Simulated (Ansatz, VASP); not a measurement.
## AlGa2N3: VASP beside Ansatz

```
CELL_PARAMETERS angstrom
2.97186 0.00000 0.00000
-1.48593 2.57371 0.00000
0.00000 0.00000 7.28632
ATOMIC_POSITIONS crystal
Al 0.00000 0.00000 0.00000
Ga 0.33333 0.66667 0.67000
Ga 0.66667 0.33333 0.33000
N 0.66667 0.33333 0.84254
N 0.00000 0.00000 0.50000
N 0.33333 0.66667 0.15746
```

Alike in both runs: functional PBE; k mesh 12 × 12 × 4; occupations gaussian, width 0.02 eV; no spin polarisation.

Ansatz relaxed the structure, and its values are those at the end. VASP's run is a single point on that final structure, the one shown.

```csv
,VASP,Ansatz
version,VASP 6.6.1,Ansatz 0.2.0
potentials or method,"VASP PAW PBE potentials, release 64 (Al, Ga_d, N), cutoff 520 eV","scalar-relativistic, plane waves, PAW"
valence electrons in the cell,44,44
```

Ansatz gave:

* gap on the k mesh at the Fermi level (eV): 1.49
* least direct gap on the mesh (eV): 2.43
* pressure (GPa): 0.0
* rms of the force components (eV/Å): 0.000

Q: Estimate VASP's values.

A: gap on the k mesh at the Fermi level (eV): 1.48; least direct gap on the mesh (eV): 2.42; pressure (GPa): 0.5; rms of the force components (eV/Å): 0.015.

With one functional, cell and mesh, what is left measures potentials, basis and numerics.
